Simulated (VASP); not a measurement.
# KAlPb3 (Pm-3m) in VASP: notebook

The runs below take KAlPb3 through single point, relaxation of cell and atoms, with PBE.

Program: VASP 6.6.1. These are calculated values, not measurements. Logs are shortened: lines on timing, memory, paths and dates and some standing lists are left out, and cuts for length are marked.

### 1 The cell of the first run

It takes space group Pm-3m (No. 221, cubic). The conventional cell has a = 5.152 Å, b = 5.152 Å, c = 5.152 Å, α = 90.00°, β = 90.00°, γ = 90.00°. K (site symmetry m-3m) has 6 Pb at 2.58 Å within 3.4 Å. Al (site symmetry m-3m) has 12 Pb at 3.64 Å and 8 K at 4.46 Å within 4.8 Å. Within 3.4 Å of Pb (site symmetry 4/mmm) lie 2 K at 2.58 Å.

### 2 Single point, PBE

Contents of INCAR:

```
PREC     = Accurate       # precision mode
ENCUT    = 500            # plane-wave cutoff, eV
EDIFF    = 1E-6           # SCF threshold, eV
ISMEAR   = 0              # smearing method
SIGMA    = 0.1            # smearing width, eV
LREAL    = False          # projectors in reciprocal space
LASPH    = True           # aspherical terms in the spheres
NELM     = 120            # most SCF steps
ALGO     = Normal         # electronic algorithm
ISIF     = 2              # what is computed and relaxed
LWAVE    = False          # write WAVECAR
LCHARG   = False          # write CHGCAR
GGA      = PE             # functional
NBANDS   = 35             # bands
GGA_COMPAT= False
```

Contents of KPOINTS:

```
regular mesh
0
Gamma
  4 4 4
```

Contents of POSCAR:

```
KAlPb3
1.0
    5.1515277535      0.0000000000      0.0000000000
    0.0000000000      5.1515277535      0.0000000000
    0.0000000000      0.0000000000      5.1515277535
K Al Pb
1 1 3
Direct
    0.5000000000      0.5000000000      0.5000000000
    0.0000000000      0.0000000000      0.0000000000
    0.0000000000      0.5000000000      0.5000000000
    0.5000000000      0.0000000000      0.5000000000
    0.5000000000      0.5000000000      0.0000000000
```

Potentials or basis: VASP PAW PBE potentials, release 64 (K_sv, Al, Pb_d).

Launch:

```bash
$ cat potpaw_PBE.64/K_sv/POTCAR potpaw_PBE.64/Al/POTCAR potpaw_PBE.64/Pb_d/POTCAR > POTCAR
$ mpirun -np 1 vasp_std > vasp.out
```

OUTCAR:

```text
PREC = Accurate
   ENCUT = 500
   EDIFF = 1E-6
   ISMEAR = 0
   LREAL = False
   LASPH = True
   NELM = 120
   ISIF = 2
   GGA = PE

 ion  position               nearest neighbor table
   1  0.500  0.500  0.500-   3 2.58   4 2.58   5 2.58   5 2.58   4 2.58   3 2.58
   2  0.000  0.000  0.000-   3 3.64   4 3.64   5 3.64   3 3.64   4 3.64   3 3.64   5 3.64   3 3.64
                             4 3.64   5 3.64   4 3.64   5 3.64
   3  0.000  0.500  0.500-   1 2.58   1 2.58   4 3.64   5 3.64   2 3.64   5 3.64   2 3.64   4 3.64
                             2 3.64   2 3.64   4 3.64   5 3.64   5 3.64   4 3.64
   4  0.500  0.000  0.500-   1 2.58   1 2.58   3 3.64   5 3.64   2 3.64   5 3.64   2 3.64   3 3.64
                             5 3.64   5 3.64   2 3.64   3 3.64   2 3.64   3 3.64
   5  0.500  0.500  0.000-   1 2.58   1 2.58   3 3.64   4 3.64   2 3.64   3 3.64   4 3.64   2 3.64
                             4 3.64   4 3.64   2 3.64   3 3.64   3 3.64   2 3.64

  LATTYP: Found a simple cubic cell.
 ALAT       =     5.1515277535

  Lattice vectors:

 A1 = (   5.1515277535,   0.0000000000,   0.0000000000)
 A2 = (   0.0000000000,   5.1515277535,   0.0000000000)
 A3 = (   0.0000000000,   0.0000000000,   5.1515277535)

Analysis of symmetry for initial positions (statically):
=====================================================================
 Subroutine PRICEL returns:
 Original cell was already a primitive cell.

 Routine SETGRP: Setting up the symmetry group for a
 simple cubic supercell.

 Subroutine GETGRP returns: Found 48 space group operations
 (whereof 48 operations were pure point group operations)
 out of a pool of 48 trial point group operations.

The static configuration has the point symmetry O_h .

Analysis of symmetry for dynamics (positions and initial velocities):
=====================================================================
 Subroutine PRICEL returns:
 Original cell was already a primitive cell.

 Routine SETGRP: Setting up the symmetry group for a
 simple cubic supercell.

 Subroutine GETGRP returns: Found 48 space group operations
 (whereof 48 operations were pure point group operations)
 out of a pool of 48 trial point group operations.

The dynamic configuration has the point symmetry O_h .

 Subroutine INISYM returns: Found 48 space group operations
 (whereof 48 operations are pure point group operations),
 and found     1 'primitive' translations

----------------------------------------------------------------------------------------

                                     Primitive cell

  volume of cell :     136.7125

  direct lattice vectors                    reciprocal lattice vectors
     5.151527753  0.000000000  0.000000000     0.194117172  0.000000000  0.000000000
     0.000000000  5.151527753  0.000000000     0.000000000  0.194117172  0.000000000
     0.000000000  0.000000000  5.151527753     0.000000000  0.000000000  0.194117172

  length of vectors
     5.151527753  5.151527753  5.151527753     0.194117172  0.194117172  0.194117172

  position of ions in fractional coordinates (direct lattice)
     0.500000000  0.500000000  0.500000000
     0.000000000  0.000000000  0.000000000
     0.000000000  0.500000000  0.500000000
     0.500000000  0.000000000  0.500000000
     0.500000000  0.500000000  0.000000000

  ion indices of the primitive-cell ions
   primitive index   ion index
                 1           1
                 2           2
                 3           3
                 4           4
                 5           5

----------------------------------------------------------------------------------------

 KPOINTS: regular mesh

Automatic generation of k-mesh.
 Grid dimensions read from file:
 generate k-points for:    4    4    4

 Generating k-lattice:

  Cartesian coordinates                     Fractional coordinates (reciprocal lattice)
     0.048529293  0.000000000  0.000000000     0.250000000  0.000000000  0.000000000
     0.000000000  0.048529293  0.000000000     0.000000000  0.250000000  0.000000000
     0.000000000  0.000000000  0.048529293     0.000000000  0.000000000  0.250000000

  Length of vectors
     0.048529293  0.048529293  0.048529293

  Shift w.r.t. Gamma in fractional coordinates (k-lattice)
     0.000000000  0.000000000  0.000000000

 Subroutine IBZKPT returns following result:
 ===========================================

 Found     10 irreducible k-points:

 Following reciprocal coordinates:
            Coordinates               Weight
  0.000000  0.000000  0.000000      1.000000
  0.250000  0.000000  0.000000      6.000000
  0.500000  0.000000  0.000000      3.000000
  0.250000  0.250000  0.000000     12.000000
  0.500000  0.250000  0.000000     12.000000
  0.500000  0.500000  0.000000      3.000000
  0.250000  0.250000  0.250000      8.000000
  0.500000  0.250000  0.250000     12.000000
  0.500000  0.500000  0.250000      6.000000
  0.500000  0.500000  0.500000      1.000000
   k-points           NKPTS =     10   k-points in BZ     NKDIM =     10   number of bands    NBANDS=     35
   number of dos      NEDOS =    301   number of ions     NIONS =      5
   total plane-waves  NPLWV =  64000
   dimension x,y,z NGX =    40 NGY =   40 NGZ =   40
   dimension x,y,z NGXF=    80 NGYF=   80 NGZF=   80
   ions per type =               1   1   3
   NGX,Y,Z   is equivalent  to a cutoff of  12.91, 12.91, 12.91 a.u.
   NGXF,Y,Z  is equivalent  to a cutoff of  25.82, 25.82, 25.82 a.u.
 SYSTEM =  unknown system
   PREC   = accura    normal or accurate (medium, high low for compatibility)
   ISTART =      0    job   : 0-new  1-cont  2-samecut
   ICHARG =      2    charge: 1-file 2-atom 10-const
   ISPIN  =      1    spin polarized calculation?
   LNONCOLLINEAR =      F non collinear calculations
   LSORBIT =      F    spin-orbit coupling
   LASPH  =      T    aspherical Exc in radial PAW
   ENCUT  =  500.0 eV  36.75 Ry    6.06 a.u.   9.39  9.39  9.39*2*pi/ulx,y,z
   NELM   =    120;   NELMIN=  2; NELMDL= -5     # of ELM steps
   EDIFF  = 0.1E-05   stopping-criterion for ELM
   LREAL  =      F    real-space projection
   EDIFFG = 0.1E-04   stopping-criterion for IOM
   NSW    =      0    number of steps for IOM
   IBRION =     -1    ionic relax: 0-MD 1-quasi-New 2-CG
   NFREE  =      0    steps in history (QN), initial steepest desc. (CG)
   ISIF   =      2    stress and relaxation
   ISYM   =      2    0-nonsym 1-usesym 2-fastsym
   POTIM  = 0.5000    time-step for ionic-motion
   TEBEG  =    0.0;   TEEND  =   0.0 temperature during run
   PSTRESS=    0.0 pullay stress
   NELECT =      54.0000    total number of electrons
   NUPDOWN=      -1.0000    fix difference up-down
   EMIN   =  10.00;   EMAX   =-10.00  energy-range for DOS
   EFERMI =   0.00;   METHOD = LEGACY
   ISMEAR =     0;   SIGMA  =   0.10  broadening in eV -4-tet -1-fermi 0-gaus
   EFERMI_NEDOS =   21; number of points for ismear=-14 and -15
   IALGO  =     38    algorithm
   IMIX   =      4    mixing-type and parameters
     AMIX     =   0.40;   BMIX     =  1.00
     AMIX_MAG =   1.60;   BMIX_MAG =  1.00
  volume/ion in A,a.u.               =      27.34       184.52
  Fermi-wavevector in a.u.,A,eV,Ry     =   1.201167  2.269876 19.630513  1.442802
  Thomas-Fermi vector in A             =   2.336983
   LORBIT       =      0    0 simple, 1 ext, 2 COOP (PROOUT), +10 PAW based schemes
   GGA     = PE    functional components
   LHFCALC =     F    Hartree Fock is set to
   AEXX    =    0.0000 exact exchange contribution
   IVDW    =     0    specifies the selected vdW correction
   LEPSILON=     F    determine dielectric tensor
   LRPA    =     F    only Hartree local field effects (RPA)
 non-spin polarized calculation
 Gauss-broadening in eV      SIGMA  =   0.10
  energy-cutoff  :      500.00
  volume of cell :      136.71
 maximum number of plane-waves:      3495
 NGX is ok and might be reduce to    40
   NGX = 19   NGY = 19   NGZ = 19

 number of electron      53.9999999 magnetization

 Free energy of the ion-electron system (eV)
  ---------------------------------------------------
  ext. energy  EPLUGINS =         0.00000000
  ---------------------------------------------------
  free energy    TOTEN  =        -7.18362569 eV

  energy without entropy =       -7.17073531  energy(sigma->0) =       -7.17718050

 E-fermi :   5.8712     XC(G=0):  -9.7911

 val. band max:        5.8585920327   @ k =   0.5000   0.2500   0.0000
 cond. band min:       6.1569023159   @ k =   0.5000   0.0000   0.0000
 fundamental gap:      0.2983102831
 Fermi energy:         5.8711583532

 k-point     1 :       0.0000    0.0000    0.0000
  band No.  band energies     occupation
      1     -25.7550      2.00000
      2     -11.5129      2.00000
      3     -11.5129      2.00000
      4     -11.4889      2.00000
      5     -11.4889      2.00000
      6     -11.4889      2.00000
[... 27 lines left out ...]
     34       9.5586      0.00000
     35       9.5586      0.00000

 k-point     2 :       0.2500    0.0000    0.0000
  band No.  band energies     occupation
      1     -25.7428      2.00000
      2     -11.9539      2.00000
      3     -11.5124      2.00000
      4     -11.4868      2.00000
      5     -11.4701      2.00000
      6     -11.4701      2.00000
[... 27 lines left out ...]
     34      10.2953      0.00000
     35      10.6235      0.00000

 k-point     3 :       0.5000    0.0000    0.0000
  band No.  band energies     occupation
      1     -25.7306      2.00000
      2     -12.2962      2.00000
      3     -11.5118      2.00000
      4     -11.4846      2.00000
      5     -11.4304      2.00000
      6     -11.4304      2.00000
[... 27 lines left out ...]
     34       9.8365      0.00000
     35      10.1892      0.00000

 k-point     4 :       0.2500    0.2500    0.0000
  band No.  band energies     occupation
      1     -25.7307      2.00000
      2     -11.9966      2.00000
      3     -11.9729      2.00000
      4     -11.5124      2.00000
      5     -11.4686      2.00000
      6     -11.4322      2.00000
[... 27 lines left out ...]
     34       9.4102      0.00000
     35      10.9149      0.00000

 k-point     5 :       0.5000    0.2500    0.0000
  band No.  band energies     occupation
      1     -25.7185      2.00000
      2     -12.3243      2.00000
      3     -12.0143      2.00000
      4     -11.5261      2.00000
      5     -11.4680      2.00000
      6     -11.3854      2.00000
[... 27 lines left out ...]
     34       9.9434      0.00000
     35      10.7106      0.00000

 k-point     6 :       0.5000    0.5000    0.0000
  band No.  band energies     occupation
      1     -25.7062      2.00000
      2     -12.3514      2.00000
      3     -12.3514      2.00000
      4     -11.5545      2.00000
      5     -11.4679      2.00000
      6     -11.3329      2.00000
[... 27 lines left out ...]
     34      11.1569      0.00000
     35      11.1579      0.00000

 k-point     7 :       0.2500    0.2500    0.2500
  band No.  band energies     occupation
      1     -25.7185      2.00000
      2     -12.0280      2.00000
      3     -12.0280      2.00000
      4     -11.9918      2.00000
      5     -11.4050      2.00000
      6     -11.4009      2.00000
[... 27 lines left out ...]
     34      10.1543      0.00000
     35      10.1543      0.00000

 k-point     8 :       0.5000    0.2500    0.2500
  band No.  band energies     occupation
      1     -25.7062      2.00000
      2     -12.3522      2.00000
      3     -12.0575      2.00000
      4     -12.0344      2.00000
      5     -11.4018      2.00000
      6     -11.3376      2.00000
[... 27 lines left out ...]
     34       9.6769      0.00000
     35      10.0945      0.00000

 k-point     9 :       0.5000    0.5000    0.2500
  band No.  band energies     occupation
      1     -25.6940      2.00000
      2     -12.3792      2.00000
      3     -12.3792      2.00000
      4     -12.0763      2.00000
      5     -11.3526      2.00000
      6     -11.3377      2.00000
[... 27 lines left out ...]
     34      10.5769      0.00000
     35      10.7314      0.00000

 k-point    10 :       0.5000    0.5000    0.5000
  band No.  band energies     occupation
      1     -25.6816      2.00000
      2     -12.4060      2.00000
      3     -12.4060      2.00000
      4     -12.4060      2.00000
      5     -11.3392      2.00000
      6     -11.3392      2.00000
[... 27 lines left out ...]
     34      10.9449      0.00000
     35      10.9449      0.00000

------------------------ aborting loop because EDIFF is reached ----------------------------------------

  FORCE on cell =-STRESS in cart. coord.  units (eV):
  Direction    XX          YY          ZZ          XY          YZ          ZX
  --------------------------------------------------------------------------------------
  -------------------------------------------------------------------------------------
  Total       15.5950815     15.5950815     15.5950815     -0.0000000      0.0000000     -0.0000000
  in kB      182.7637659    182.7637659    182.7637659     -0.0000000      0.0000000     -0.0000000
  external PRESSURE =     182.7637659 kB  Pullay stress =       0.0000000 kB

 VOLUME and BASIS-vectors are now :
 -----------------------------------------------------------------------------
  energy-cutoff  :      500.00
  volume of cell :      136.71
      direct lattice vectors                 reciprocal lattice vectors
     5.151527753  0.000000000  0.000000000     0.194117172  0.000000000  0.000000000
     0.000000000  5.151527753  0.000000000     0.000000000  0.194117172  0.000000000
     0.000000000  0.000000000  5.151527753     0.000000000  0.000000000  0.194117172

 POSITION                                       TOTAL-FORCE (eV/Angst)
 -----------------------------------------------------------------------------------
      2.57576      2.57576      2.57576         0.000000      0.000000      0.000000
      0.00000      0.00000      0.00000         0.000000      0.000000      0.000000
      0.00000      2.57576      2.57576         0.000000      0.000000      0.000000
      2.57576      0.00000      2.57576         0.000000      0.000000      0.000000
      2.57576      2.57576      0.00000         0.000000      0.000000      0.000000
 -----------------------------------------------------------------------------------
    total drift:                               -0.000000     -0.000000     -0.000000

  FREE ENERGIE OF THE ION-ELECTRON SYSTEM (eV)
  ---------------------------------------------------
  free  energy   TOTEN  =        -7.1836256917 eV

  energy  without entropy=       -7.1707353140  energy(sigma->0) =       -7.17718050
```

Wall time 85 s (1 thread of Intel Xeon 8259CL, shared host); peak memory 0.26 GiB.

What came out:

```yaml
Free_energy: -7.1836 eV
Pressure: 18.3 GPa
Band_gap_on_the_k_mesh: zero (bands 27 and 28 overlap by 2.25 eV)
```

Caveat: the cell stands under pressure; spin-orbit coupling is left out, which moves the levels of the heavy elements.

(Part 1 of 3 ends here.)
